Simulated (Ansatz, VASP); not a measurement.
# Two plane-wave programs on Ta

Contents of INCAR:

```
ALGO     = Normal         # electronic algorithm
EDIFF    = 1E-7           # SCF threshold, eV
ENCUT    = 520            # plane-wave cutoff, eV
GGA      = PE             # functional
ISIF     = 2              # what is computed and relaxed
ISMEAR   = -1             # smearing method
LASPH    = T              # aspherical terms in the spheres
LCHARG   = T              # write CHGCAR
LELF     = T              # ELF
LREAL    = F              # projectors in reciprocal space
LVHAR    = T            
LWAVE    = F              # write WAVECAR
NBANDS   = 18             # bands
NELM     = 60             # most SCF steps
PREC     = Accurate       # precision mode
SIGMA    = 0.1            # smearing width, eV
```

Contents of KPOINTS:

```
k-points
0
Gamma
  20 20 10
```

The input POSCAR:

```
Ta
1.0
    2.8192350004      0.0000000000      0.0000000000
   -1.4096175002      2.4415291296      0.0000000000
    0.0000000000      0.0000000000      5.0096852509
Ta
2
Direct
    0.3333333333      0.6666666667      0.2500000000
    0.6666666667      0.3333333333      0.7500000000
```

Input for Ansatz:

```yaml
crystal:
  lattice:
    - [2.8192350004, 0.0, 0.0]
    - [-1.4096175002, 2.4415291296, 0.0]
    - [0.0, 0.0, 5.0096852509]
  atoms:
    - { symbol: Ta, position: [0.3333333333, 0.6666666667, 0.25] }
    - { symbol: Ta, position: [0.6666666667, 0.3333333333, 0.75] }
hamiltonian:
  xc: pbe
  pseudopotentials:
    kind: paw
    azcp:
      Ta: "pseudopotentials/Ta.paw.azcp"
basis:
  ecutwfc: 420
  fft_grid_basis: typed
kpoints:
  mp_grid: { grid: [20, 20, 10], shift: [0, 0, 0] }
magnetization:
  spin_polarized: false
scf:
  occupations: { method: fermi_dirac, width: 0.1 }
output:
  stress: true
```

Alike in both runs: task single point; functional PBE; k mesh 20 × 20 × 10; occupations fermi-dirac, width 0.1 eV; no spin polarisation.

|  | VASP | Ansatz |
| --- | --- | --- |
| version | VASP 6.6.1 | Ansatz 0.2.0 |
| potentials or method | VASP PAW PBE potentials, release 64 (Ta_pv), cutoff 520 eV | plane waves (420 eV) with PAW, scalar-relativistic |
| valence electrons in the cell | 22 | 26 |

|  | VASP | Ansatz | Ansatz less VASP |
| --- | --- | --- | --- |
| pressure (GPa) | 18.8 | 18.6 | -0.19 |
| traceless stress, the component that is largest in VASP (GPa) | -1.38 | -1.35 | +0.033 |

The functional is the same, so the differences come from potentials, cutoffs and numerics. VASP's potentials hold 22 valence electrons a cell and Ansatz's 26, so a difference there can come from the potentials and not from the codes.

Spin-orbit coupling is off throughout.
